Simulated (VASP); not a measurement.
# As (Pm-3m) in VASP: a series of runs, part 2 of 2

VASP 6.6.1.

**3. Single point, LDA**

File INCAR:

```
PREC = Accurate
ENCUT = 520
EDIFF = 1E-6
ISMEAR = -1
SIGMA = 0.08
LREAL = F
LASPH = T
NELM = 100
ALGO = Normal
ISIF = 2
LWAVE = F
LCHARG = F
NBANDS = 8
```

File KPOINTS:

```
regular mesh
0
Gamma
  15 15 15
```

File POSCAR:

```
As
1.0
    2.6724660729      0.0000000000      0.0000000000
    0.0000000000      2.6724660729      0.0000000000
    0.0000000000      0.0000000000      2.6724660729
As
1
Direct
    0.0000000000      0.0000000000      0.0000000000
```

Potentials or basis: VASP PAW LDA potentials, release 64 (As).

Command:

```sh
> cat potpaw_LDA.64/As/POTCAR > POTCAR
> mpirun -np 1 vasp_std > vasp.out
```

OUTCAR:

```text
PREC = Accurate
   ENCUT = 520
   EDIFF = 1E-6
   ISMEAR = -1
   LREAL = F
   LASPH = T
   NELM = 100
   ISIF = 2

 ion  position               nearest neighbor table
   1  0.000  0.000  0.000-

  LATTYP: Found a simple cubic cell.
 ALAT       =     2.6724660729

  Lattice vectors:

 A1 = (   2.6724660729,   0.0000000000,   0.0000000000)
 A2 = (   0.0000000000,   2.6724660729,   0.0000000000)
 A3 = (   0.0000000000,   0.0000000000,   2.6724660729)

Analysis of symmetry for initial positions (statically):
=====================================================================
 Subroutine PRICEL returns:
 Original cell was already a primitive cell.

 Routine SETGRP: Setting up the symmetry group for a
 simple cubic supercell.

 Subroutine GETGRP returns: Found 48 space group operations
 (whereof 48 operations were pure point group operations)
 out of a pool of 48 trial point group operations.

The static configuration has the point symmetry O_h .

Analysis of symmetry for dynamics (positions and initial velocities):
=====================================================================
 Subroutine PRICEL returns:
 Original cell was already a primitive cell.

 Routine SETGRP: Setting up the symmetry group for a
 simple cubic supercell.

 Subroutine GETGRP returns: Found 48 space group operations
 (whereof 48 operations were pure point group operations)
 out of a pool of 48 trial point group operations.

The dynamic configuration has the point symmetry O_h .

 Subroutine INISYM returns: Found 48 space group operations
 (whereof 48 operations are pure point group operations),
 and found     1 'primitive' translations

----------------------------------------------------------------------------------------

                                     Primitive cell

  volume of cell :      19.0870

  direct lattice vectors                    reciprocal lattice vectors
     2.672466073  0.000000000  0.000000000     0.374186228  0.000000000  0.000000000
     0.000000000  2.672466073  0.000000000     0.000000000  0.374186228  0.000000000
     0.000000000  0.000000000  2.672466073     0.000000000  0.000000000  0.374186228

  length of vectors
     2.672466073  2.672466073  2.672466073     0.374186228  0.374186228  0.374186228

  position of ions in fractional coordinates (direct lattice)
     0.000000000  0.000000000  0.000000000

  ion indices of the primitive-cell ions
   primitive index   ion index
                 1           1

----------------------------------------------------------------------------------------

 KPOINTS: regular mesh

Automatic generation of k-mesh.
 Grid dimensions read from file:
 generate k-points for:   15   15   15

 Generating k-lattice:

  Cartesian coordinates                     Fractional coordinates (reciprocal lattice)
     0.024945749  0.000000000  0.000000000     0.066666667  0.000000000  0.000000000
     0.000000000  0.024945749  0.000000000     0.000000000  0.066666667  0.000000000
     0.000000000  0.000000000  0.024945749     0.000000000  0.000000000  0.066666667

  Length of vectors
     0.024945749  0.024945749  0.024945749

  Shift w.r.t. Gamma in fractional coordinates (k-lattice)
     0.000000000  0.000000000  0.000000000

 Subroutine IBZKPT returns following result:
 ===========================================

 Found    120 irreducible k-points:

 Following reciprocal coordinates:
            Coordinates               Weight
  0.000000  0.000000  0.000000      1.000000
  0.066667  0.000000  0.000000      6.000000
  0.133333  0.000000  0.000000      6.000000
  0.200000  0.000000  0.000000      6.000000
  0.266667  0.000000  0.000000      6.000000
  0.333333  0.000000  0.000000      6.000000
[... 16 lines left out ...]
  0.266667  0.200000  0.000000     24.000000
  0.333333  0.200000  0.000000     24.000000
 [... further k-points ...]
   k-points           NKPTS =    120   k-points in BZ     NKDIM =    120   number of bands    NBANDS=      8
   number of dos      NEDOS =    301   number of ions     NIONS =      1
   total plane-waves  NPLWV =   8000
   dimension x,y,z NGX =    20 NGY =   20 NGZ =   20
   dimension x,y,z NGXF=    40 NGYF=   40 NGZF=   40
   ions per type =               1
   NGX,Y,Z   is equivalent  to a cutoff of  12.44, 12.44, 12.44 a.u.
   NGXF,Y,Z  is equivalent  to a cutoff of  24.88, 24.88, 24.88 a.u.
 SYSTEM =  unknown system
   PREC   = accura    normal or accurate (medium, high low for compatibility)
   ISTART =      0    job   : 0-new  1-cont  2-samecut
   ICHARG =      2    charge: 1-file 2-atom 10-const
   ISPIN  =      1    spin polarized calculation?
   LNONCOLLINEAR =      F non collinear calculations
   LSORBIT =      F    spin-orbit coupling
   LASPH  =      T    aspherical Exc in radial PAW
   ENCUT  =  520.0 eV  38.22 Ry    6.18 a.u.   4.97  4.97  4.97*2*pi/ulx,y,z
   NELM   =    100;   NELMIN=  2; NELMDL= -5     # of ELM steps
   EDIFF  = 0.1E-05   stopping-criterion for ELM
   LREAL  =      F    real-space projection
   EDIFFG = 0.1E-04   stopping-criterion for IOM
   NSW    =      0    number of steps for IOM
   IBRION =     -1    ionic relax: 0-MD 1-quasi-New 2-CG
   NFREE  =      0    steps in history (QN), initial steepest desc. (CG)
   ISIF   =      2    stress and relaxation
   ISYM   =      2    0-nonsym 1-usesym 2-fastsym
   POTIM  = 0.5000    time-step for ionic-motion
   TEBEG  =    0.0;   TEEND  =   0.0 temperature during run
   PSTRESS=    0.0 pullay stress
   NELECT =       5.0000    total number of electrons
   NUPDOWN=      -1.0000    fix difference up-down
   EMIN   =  10.00;   EMAX   =-10.00  energy-range for DOS
   EFERMI =   0.00;   METHOD = LEGACY
   ISMEAR =    -1;   SIGMA  =   0.08  broadening in eV -4-tet -1-fermi 0-gaus
   EFERMI_NEDOS =   21; number of points for ismear=-14 and -15
   IALGO  =     38    algorithm
   IMIX   =      4    mixing-type and parameters
     AMIX     =   0.40;   BMIX     =  1.00
     AMIX_MAG =   1.60;   BMIX_MAG =  1.00
  volume/ion in A,a.u.               =      19.09       128.81
  Fermi-wavevector in a.u.,A,eV,Ry     =   1.047497  1.979482 14.928981  1.097249
  Thomas-Fermi vector in A             =   2.182379
   LORBIT       =      0    0 simple, 1 ext, 2 COOP (PROOUT), +10 PAW based schemes
   GGA     = CA    functional components
   LHFCALC =     F    Hartree Fock is set to
   AEXX    =    0.0000 exact exchange contribution
   IVDW    =     0    specifies the selected vdW correction
   LEPSILON=     F    determine dielectric tensor
   LRPA    =     F    only Hartree local field effects (RPA)
 non-spin polarized calculation
  energy-cutoff  :      520.00
  volume of cell :       19.09
 maximum number of plane-waves:       525
 NGX is ok and might be reduce to    20
   NGX =  9   NGY =  9   NGZ =  9

 number of electron       5.0000001 magnetization

 Free energy of the ion-electron system (eV)
  ---------------------------------------------------
  ext. energy  EPLUGINS =         0.00000000
  ---------------------------------------------------
  free energy    TOTEN  =        -5.32359678 eV

  energy without entropy =       -5.31412849  energy(sigma->0) =       -5.31886264

 E-fermi :   6.3924     XC(G=0): -10.7389

 val. band max:        6.3918032032   @ k =   0.4000   0.2667   0.2000
 cond. band min:       6.4027226200   @ k =   0.2000   0.2000   0.0667
 fundamental gap:      0.0109194168
 Fermi energy:         6.3924229536

 k-point     1 :       0.0000    0.0000    0.0000
  band No.  band energies     occupation
      1      -8.9511      2.00000
      2      10.5906      0.00000
      3      10.5906      0.00000
      4      10.5906      0.00000
      5      14.9726      0.00000
      6      14.9726      0.00000
      7      17.0831      0.00000
      8      31.7055      0.00000

 k-point     2 :       0.0667    0.0000    0.0000
  band No.  band energies     occupation
      1      -8.8665      2.00000
      2       9.4677      0.00000
      3      10.6657      0.00000
      4      10.6657      0.00000
      5      15.0478      0.00000
      6      15.7901      0.00000
      7      17.6076      0.00000
      8      30.3285      0.00000
[... 221 lines left out ...]
 k-point    23 :       0.2667    0.2000    0.0000
  band No.  band energies     occupation
      1      -6.8903      2.00000
      2       4.0318      2.00000
      3       6.5837      0.16764
      4      12.3328      0.00000
      5      17.1740      0.00000
      6      18.5481      0.00000
      7      23.5910      0.00000
      8      25.2033      0.00000

 k-point    24 :       0.3333    0.2000    0.0000
  band No.  band energies     occupation
      1      -6.2157      2.00000
      2       2.2934      2.00000
      3       7.1531      0.00015
      4      12.8310      0.00000
      5      16.2690      0.00000
      6      18.6115      0.00000
      7      23.7545      0.00000
      8      23.9302      0.00000

 [... further k-points ...]
[... 5 lines left out ...]
  --------------------------------------------------------------------------------------
  -------------------------------------------------------------------------------------
  Total        0.0423177      0.0423177      0.0423177      0.0000000     -0.0000000     -0.0000000
  in kB        3.5521922      3.5521922      3.5521922      0.0000000     -0.0000000     -0.0000000
  external PRESSURE =       3.5521922 kB  Pullay stress =       0.0000000 kB

 VOLUME and BASIS-vectors are now :
 -----------------------------------------------------------------------------
  energy-cutoff  :      520.00
  volume of cell :       19.09
      direct lattice vectors                 reciprocal lattice vectors
     2.672466073  0.000000000  0.000000000     0.374186228  0.000000000  0.000000000
     0.000000000  2.672466073  0.000000000     0.000000000  0.374186228  0.000000000
     0.000000000  0.000000000  2.672466073     0.000000000  0.000000000  0.374186228

 POSITION                                       TOTAL-FORCE (eV/Angst)
 -----------------------------------------------------------------------------------
      0.00000      0.00000      0.00000         0.000000      0.000000      0.000000
 -----------------------------------------------------------------------------------
    total drift:                               -0.000000     -0.000000      0.000000

  FREE ENERGIE OF THE ION-ELECTRON SYSTEM (eV)
  ---------------------------------------------------
  free  energy   TOTEN  =        -5.3235967835 eV

  energy  without entropy=       -5.3141284917  energy(sigma->0) =       -5.31886264
```

OSZICAR:

```text
N       E                     dE             d eps       ncg     rms          rms(c)
DAV:   1     0.185047354608E+01    0.18505E+01   -0.21178E+03  1920   0.469E+02
DAV:   2    -0.525748989607E+01   -0.71080E+01   -0.68921E+01  2616   0.515E+01
DAV:   3    -0.533187782093E+01   -0.74388E-01   -0.74252E-01  2200   0.573E+00
DAV:   4    -0.533195142904E+01   -0.73608E-04   -0.73608E-04  2968   0.203E-01
DAV:   5    -0.533195147272E+01   -0.43682E-07   -0.43654E-07  2232   0.280E-03    0.242E+00
DAV:   6    -0.532669987246E+01    0.52516E-02   -0.50473E-04  2424   0.165E-01    0.143E+00
DAV:   7    -0.532358679278E+01    0.31131E-02   -0.12178E-03  2200   0.254E-01    0.628E-02
DAV:   8    -0.532359635511E+01   -0.95623E-05   -0.10230E-05  2680   0.241E-02    0.869E-03
DAV:   9    -0.532359678348E+01   -0.42837E-06   -0.15858E-07  1920   0.298E-03
   1 F= -.53235968E+01 E0= -.53188626E+01  d E =-.946829E-02
```

stdout:

```text
POSCAR found type information on POSCAR As
 POSCAR found :  1 types and       1 ions
 scaLAPACK will be used
 LDA part: xc-table for (Slater(with rela. corr.)+CA(PZ))
 , standard interpolation
 POSCAR, INCAR and KPOINTS ok, starting setup
 FFT: planning ... GRIDC
 FFT: planning ... GRID_SOFT
 FFT: planning ... GRID
 WAVECAR not read
 entering main loop
```

Wall time 9.5 s (1 thread of Intel Xeon Platinum 8488C (Sapphire Rapids), shared host); peak memory 0.12 GiB.

What came out:

```yaml
Free_energy: -5.3236 eV
Pressure: 0.4 GPa
```

Levels at points of the mesh, in eV from the Fermi level:
```
           k point  band 1  band 2  band 3  band 4  band 5  band 6
(0.00, 0.00, 0.00)  -15.34    4.20    4.20    4.20    8.58    8.58
```

**4. Relaxation of cell and atoms, LDA**

This run uses another cell than the first one, of 20.52 Å³/atom, 1.075 times its volume.

File INCAR:

```
  ALGO = Normal
  EDIFF = 1E-7
  EDIFFG = -0.005
  ENCUT = 600
  GGA = CA
  IBRION = 2
  ISIF = 3
  ISMEAR = -1
  LASPH = T
  LCHARG = F
  LREAL = F
  LWAVE = F
  NELM = 100
  NSW = 60
  PREC = Accurate
  SIGMA = 0.08
```

File KPOINTS:

```
k-points
0
Gamma
  15 15 15
```

File POSCAR:

```
As
1.0
    2.7377415812      0.0000000000      0.0000000000
    0.0000000000      2.7377415812      0.0000000000
    0.0000000000      0.0000000000      2.7377415812
As
1
Direct
    0.0000000000      0.0000000000      0.0000000000
```

Command:

```sh
> cat potpaw_LDA.64/As/POTCAR > POTCAR
> mpirun -np 1 vasp_std > vasp.out
```

It took 17 s on 1 thread of Intel Xeon Platinum 8488C (Sapphire Rapids), shared host; peak memory 0.14 GiB.

It converged, with:

```yaml
Free_energy: -5.3238 eV
Relaxed_volume: 19.16 Å³/atom
Relaxed_cell: a = 2.676 Å, b = 2.676 Å, c = 2.676 Å, α = 90.00°, β = 90.00°, γ = 90.00°
Space_group_after_relaxing_to_0.05_Å: Pm-3m (No. 221)
Energy_gained_by_relaxing: 24.9 meV/atom
Ionic_steps: 3
Pressure_after_relaxing: 0.0 GPa
```

Step by step:
| step | energy change (eV) | largest force (eV/Å) | pressure (GPa) | volume (Å³) |
| --- | --- | --- | --- | --- |
| 1 | 0.0000 | 0.0000 | -5.52 | 20.52 |
| 2 | -0.0177 | 0.0000 | 3.58 | 18.49 |
| 3 | -0.0249 | 0.0000 | -0.01 | 19.16 |

Final structure:
```
As
1.0
     2.67586    0.00000    0.00000
     0.00000    2.67586    0.00000
     0.00000    0.00000    2.67586
As
1
Direct
  0.00000 0.00000 0.00000
```

Levels at points of the mesh, in eV from the Fermi level:
| k point | band 1 | band 2 | band 3 | band 4 | band 5 | band 6 |
| --- | --- | --- | --- | --- | --- | --- |
| (0.00, 0.00, 0.00) | -15.31 | 4.19 | 4.19 | 4.19 | 8.58 | 8.58 |

**5. Single point, LDA**

This run uses another cell than the first one, of 7.63 Å³/atom, 0.400 times its volume.

File INCAR:

```
SYSTEM = As
PREC = Accurate
ENCUT = 500
EDIFF = 1E-6
ISMEAR = -1
SIGMA = 0.08
LREAL = .FALSE.
LASPH = .TRUE.
NELM = 120
ALGO = Normal
ISIF = 2
LWAVE = .FALSE.
LCHARG = .FALSE.
NBANDS = 8
GGA_COMPAT = .FALSE.
```

File KPOINTS:

```
regular mesh
0
G
  15 15 15
  0 0 0
```

File POSCAR:

```
As
1.0
    1.9690898384      0.0000000000      0.0000000000
    0.0000000000      1.9690898384      0.0000000000
    0.0000000000      0.0000000000      1.9690898384
As
1
Direct
    0.0000000000      0.0000000000      0.0000000000
```

Command:

```sh
> cat potpaw_LDA.64/As/POTCAR > POTCAR
> mpirun -np 1 vasp_std > vasp.out
```

Wall time 2.4 s (1 thread of Intel Xeon Platinum 8559C (Emerald Rapids), shared host); peak memory 0.1 GiB.

The run converged, but its numbers aren't listed here, since they failed a check.
